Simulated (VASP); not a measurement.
# Zn2C (Fm-3m) in VASP: settings compared, part 2 of 3

VASP 6.6.1. The steps go on from the part before.

## Step 4: Relaxation of cell and atoms, PBEsol

This run uses another cell than the first one, of 11.78 Å³/atom, 1.031 times its volume.

INCAR

```
ALGO     = Normal         # electronic algorithm
EDIFF    = 1E-7           # SCF threshold, eV
EDIFFG   = -0.005         # ionic threshold
ENCUT    = 600            # plane-wave cutoff, eV
GGA      = PS             # functional
IBRION   = 2              # ionic algorithm
ISIF     = 3              # what is computed and relaxed
ISMEAR   = -1             # smearing method
LASPH    = True           # aspherical terms in the spheres
LCHARG   = False          # write CHGCAR
LREAL    = False          # projectors in reciprocal space
LWAVE    = False          # write WAVECAR
NELM     = 60             # most SCF steps
NSW      = 80             # ionic steps
PREC     = Accurate       # precision mode
SIGMA    = 0.02           # smearing width, eV
```

KPOINTS

```
k-points
0
Gamma
  8 8 8
```

POSCAR

```
Zn2C
1.0
    0.0000000000      2.6042747125      2.6042747125
    2.6042747125      0.0000000000      2.6042747125
    2.6042747125      2.6042747125      0.0000000000
C Zn
1 2
Direct
    0.0000000000      0.0000000000      0.0000000000
    0.2500000000      0.2500000000      0.2500000000
    0.7500000000      0.7500000000      0.7500000000
```

On the command line:

```console
cat potpaw_PBE.64/C/POTCAR potpaw_PBE.64/Zn/POTCAR > POTCAR
mpirun -np 1 vasp_std > vasp.out
```

It took 52 s on 1 thread of AMD EPYC 9R45 (Zen 5), shared host; peak memory 0.15 GiB.

The run converged. Its results:

```yaml
Free_energy: -10.7747 eV
Relaxed_volume: 11.29 Å³/atom
Relaxed_cell: a = 3.632 Å, b = 3.632 Å, c = 3.632 Å, α = 60.00°, β = 60.00°, γ = 60.00°
Space_group_after_relaxing_to_0.05_Å: Fm-3m (No. 225)
Energy_gained_by_relaxing: 8.9 meV/atom
Ionic_steps: 3
Pressure_after_relaxing: 0.0 GPa
Band_gap_on_the_k_mesh: zero (filled and empty bands touch)
```

Step by step:
```csv
step,energy change (eV),largest force (eV/Å),pressure (GPa),volume (Å³)
1,0.0000,0.0000,-5.68,35.33
2,-0.0211,0.0000,2.93,33.23
3,-0.0268,0.0000,0.00,33.87
```

Final structure:
```
C Zn
1.0
     0.00000    2.56800    2.56800
     2.56800    0.00000    2.56800
     2.56800    2.56800    0.00000
C Zn
1 2
Direct
  0.00000 0.00000 0.00000
  0.25000 0.25000 0.25000
  0.75000 0.75000 0.75000
```

Levels at points of the mesh, in eV from the Fermi level:
| k point | band 12 | band 13 | band 14 | band 15 | band 16 | band 17 |
| --- | --- | --- | --- | --- | --- | --- |
| (0.00, 0.00, 0.00) | -0.06 | -0.02 | -0.02 | -0.02 | 4.10 | 4.10 |
| (0.50, 0.00, 0.00) | -7.08 | -1.18 | -1.18 | 0.87 | 5.08 | 5.08 |
| (0.50, 0.50, 0.00) | -5.36 | -3.87 | -3.87 | 0.86 | 1.55 | 7.50 |

Caveat: the PAW data sets were made with another functional, which shifts forces and pressure a little.

## Step 5: Relaxation of cell and atoms, LDA

This run uses another cell than the first one, of 11.78 Å³/atom, 1.031 times its volume.

INCAR

```
SYSTEM = Zn2C
PREC = Accurate
ENCUT = 600
EDIFF = 1E-6
ISMEAR = -1
SIGMA = 0.02
LREAL = .FALSE.
LASPH = .TRUE.
NELM = 80
ALGO = Normal
ISIF = 3
LWAVE = .FALSE.
LCHARG = .FALSE.
GGA = CA
IBRION = 2
NSW = 80
EDIFFG = -0.005
```

KPOINTS

```
Automatic mesh
0
G
  8 8 8
  0 0 0
```

POSCAR is that of step 4.

Potentials or basis: VASP PAW LDA potentials, release 64 (C, Zn).

On the command line:

```console
cat potpaw_LDA.64/C/POTCAR potpaw_LDA.64/Zn/POTCAR > POTCAR
mpirun -np 1 vasp_std > vasp.out
```

OUTCAR:

```text
SYSTEM = Zn2C
   PREC = Accurate
   ENCUT = 600
   EDIFF = 1E-6
   ISMEAR = -1
   LREAL = .FALSE.
   LASPH = .TRUE.
   NELM = 80
   ISIF = 3
   GGA = CA
   IBRION = 2
   NSW = 80
   EDIFFG = -0.005

 ion  position               nearest neighbor table
   1  0.000  0.000  0.000-   3 2.26   2 2.26   3 2.26   2 2.26   3 2.26   3 2.26   2 2.26   2 2.26

   2  0.250  0.250  0.250-   1 2.26   1 2.26   1 2.26   1 2.26   3 2.60   3 2.60   3 2.60   3 2.60
                             3 2.60   3 2.60
   3  0.750  0.750  0.750-   1 2.26   1 2.26   1 2.26   1 2.26   2 2.60   2 2.60   2 2.60   2 2.60
                             2 2.60   2 2.60

  LATTYP: Found a face centered cubic cell.
 ALAT       =     5.2085494250

  Lattice vectors:

 A1 = (   0.0000000000,   2.6042747125,   2.6042747125)
 A2 = (   2.6042747125,   0.0000000000,   2.6042747125)
 A3 = (   2.6042747125,   2.6042747125,   0.0000000000)

Analysis of symmetry for initial positions (statically):
=====================================================================
 Subroutine PRICEL returns:
 Original cell was already a primitive cell.

 Routine SETGRP: Setting up the symmetry group for a
 face centered cubic supercell.

 Subroutine GETGRP returns: Found 48 space group operations
 (whereof 48 operations were pure point group operations)
 out of a pool of 48 trial point group operations.

The static configuration has the point symmetry O_h .

Analysis of symmetry for dynamics (positions and initial velocities):
=====================================================================
 Subroutine PRICEL returns:
 Original cell was already a primitive cell.

 Routine SETGRP: Setting up the symmetry group for a
 face centered cubic supercell.

 Subroutine GETGRP returns: Found 48 space group operations
 (whereof 48 operations were pure point group operations)
 out of a pool of 48 trial point group operations.

The dynamic configuration has the point symmetry O_h .

 Subroutine INISYM returns: Found 48 space group operations
 (whereof 48 operations are pure point group operations),
 and found     1 'primitive' translations

[... 101 lines left out ...]
   NFREE  =      1    steps in history (QN), initial steepest desc. (CG)
   ISIF   =      3    stress and relaxation
   ISYM   =      2    0-nonsym 1-usesym 2-fastsym
   POTIM  = 0.5000    time-step for ionic-motion
   TEBEG  =    0.0;   TEEND  =   0.0 temperature during run
   PSTRESS=    0.0 pullay stress
   NELECT =      28.0000    total number of electrons
   NUPDOWN=      -1.0000    fix difference up-down
   EMIN   =  10.00;   EMAX   =-10.00  energy-range for DOS
   EFERMI =   0.00;   METHOD = LEGACY
   ISMEAR =    -1;   SIGMA  =   0.02  broadening in eV -4-tet -1-fermi 0-gaus
   EFERMI_NEDOS =   21; number of points for ismear=-14 and -15
   IALGO  =     38    algorithm
   IMIX   =      4    mixing-type and parameters
     AMIX     =   0.40;   BMIX     =  1.00
     AMIX_MAG =   1.60;   BMIX_MAG =  1.00
  volume/ion in A,a.u.               =      11.78        79.46
  Fermi-wavevector in a.u.,A,eV,Ry     =   1.515063  2.863054 31.231033  2.295416
  Thomas-Fermi vector in A             =   2.624637
   LORBIT       =      0    0 simple, 1 ext, 2 COOP (PROOUT), +10 PAW based schemes
   GGA     = CA    functional components
   LHFCALC =     F    Hartree Fock is set to
   AEXX    =    0.0000 exact exchange contribution
   IVDW    =     0    specifies the selected vdW correction
   LEPSILON=     F    determine dielectric tensor
   LRPA    =     F    only Hartree local field effects (RPA)
 conjugate gradient relaxation of ions
 non-spin polarized calculation
  energy-cutoff  :      600.00
  volume of cell :       35.33
 maximum number of plane-waves:      1243
 NGX is ok and might be reduce to    30
   NGX = 15   NGY = 15   NGZ = 15

--------------------------------------- Ionic step        1  -------------------------------------------

 number of electron      27.9999998 magnetization

 Free energy of the ion-electron system (eV)
  ---------------------------------------------------
  ext. energy  EPLUGINS =         0.00000000
  ---------------------------------------------------
  free energy    TOTEN  =       -11.77049008 eV

  energy without entropy =      -11.77034046  energy(sigma->0) =      -11.77041527

 E-fermi :   4.2500     XC(G=0): -12.2505

 val. band max:        4.2361452041   @ k =   0.0000   0.0000   0.0000
 cond. band min:       4.9320216919   @ k =   0.5000   0.0000   0.0000
 fundamental gap:      0.6958764878
 Fermi energy:         4.2500288015

 k-point     1 :       0.0000    0.0000    0.0000
  band No.  band energies     occupation
      1      -9.5006      2.00000
      2      -4.4432      2.00000
      3      -4.4432      2.00000
      4      -4.4432      2.00000
      5      -4.2764      2.00000
      6      -4.2764      2.00000
[... 568 lines left out ...]
--------------------------------------- Ionic step        3  -------------------------------------------

 number of electron      28.0000004 magnetization

 Free energy of the ion-electron system (eV)
  ---------------------------------------------------
  ext. energy  EPLUGINS =         0.00000000
  ---------------------------------------------------
  free energy    TOTEN  =       -11.86051040 eV

  energy without entropy =      -11.86049639  energy(sigma->0) =      -11.86050340

 E-fermi :   5.0606     XC(G=0): -12.6564

 val. band max:        4.9557211649   @ k =   0.0000   0.0000   0.0000
 cond. band min:       5.1433135946   @ k =   0.0000   0.0000   0.0000
 fundamental gap:      0.1875924297
 Fermi energy:         5.0606095306

 k-point     1 :       0.0000    0.0000    0.0000
  band No.  band energies     occupation
      1      -9.5054      2.00000
      2      -4.1272      2.00000
      3      -4.1272      2.00000
      4      -4.1272      2.00000
      5      -3.8999      2.00000
      6      -3.8999      2.00000
[... 525 lines left out ...]
  FREE ENERGIE OF THE ION-ELECTRON SYSTEM (eV)
  ---------------------------------------------------
  free  energy   TOTEN  =       -11.8605104039 eV

  energy  without entropy=      -11.8604963907  energy(sigma->0) =      -11.86050340

 reached required accuracy - stopping structural energy minimisation
```

OSZICAR:

```text
N       E                     dE             d eps       ncg     rms          rms(c)
DAV:   1     0.138239940587E+03    0.13824E+03   -0.15911E+04  1060   0.261E+03
DAV:   2    -0.445116424890E+01   -0.14269E+03   -0.13933E+03  1054   0.360E+02
DAV:   3    -0.133967164380E+02   -0.89456E+01   -0.88305E+01  1138   0.934E+01
[... 27 lines left out ...]
DAV:   5    -0.118604949577E+02    0.11603E-02   -0.16340E-03  1746   0.636E-01    0.229E-02
DAV:   6    -0.118605065025E+02   -0.11545E-04   -0.35984E-04  1120   0.242E-01    0.186E-02
DAV:   7    -0.118605130616E+02   -0.65591E-05   -0.33542E-05  1316   0.139E-01    0.117E-02
DAV:   8    -0.118605103954E+02    0.26662E-05   -0.15477E-05  1126   0.922E-02    0.253E-03
DAV:   9    -0.118605104039E+02   -0.84628E-08   -0.45914E-07   528   0.686E-03
   3 F= -.11860510E+02 E0= -.11860503E+02  d E =-.900203E-01
```

CONTCAR:

```text
Zn2C
   1.00000000000000
     0.0000000000000000    2.5392447835896252    2.5392447835896252
     2.5392447835896252   -0.0000000000000000    2.5392447835896252
     2.5392447835896252    2.5392447835896252    0.0000000000000000
  C               Zn
     1     2
Direct
     0.0000000000000000    0.0000000000000000    0.0000000000000000
     0.2500000000000000    0.2500000000000000    0.2500000000000000
     0.7500000000000000    0.7500000000000000    0.7500000000000000

  0.00000000E+00  0.00000000E+00  0.00000000E+00
  0.00000000E+00  0.00000000E+00  0.00000000E+00
  0.00000000E+00  0.00000000E+00  0.00000000E+00
```

Run time: 40 s. Hardware: 1 thread of AMD EPYC 9R45 (Zen 5), shared host; peak memory 0.13 GiB.

What came out:

| Item | Value |
| --- | --- |
| Free energy | -11.8605 eV |
| Relaxed volume | 10.91 Å³/atom |
| Relaxed cell | a = 3.591 Å, b = 3.591 Å, c = 3.591 Å, α = 60.00°, β = 60.00°, γ = 60.00° |
| Space group after relaxing (to 0.05 Å) | Fm-3m (No. 225) |
| Energy gained by relaxing | 30.0 meV/atom |
| Ionic steps | 3 |
| Pressure after relaxing | 0.0 GPa |
| Band gap on the k mesh | 0.19 eV, direct |

Step by step:
```tsv
step	energy change (eV)	largest force (eV/Å)	pressure (GPa)	volume (Å³)
1	0.0000	0.0000	-10.34	35.33
2	-0.0673	0.0000	6.56	31.58
3	-0.0900	0.0000	-0.03	32.74
```

Final structure:
```
CELL_PARAMETERS angstrom
0.00000 2.53924 2.53924
2.53924 0.00000 2.53924
2.53924 2.53924 0.00000
ATOMIC_POSITIONS crystal
C 0.00000 0.00000 0.00000
Zn 0.25000 0.25000 0.25000
Zn 0.75000 0.75000 0.75000
```

(Part 2 of 3 ends here.)
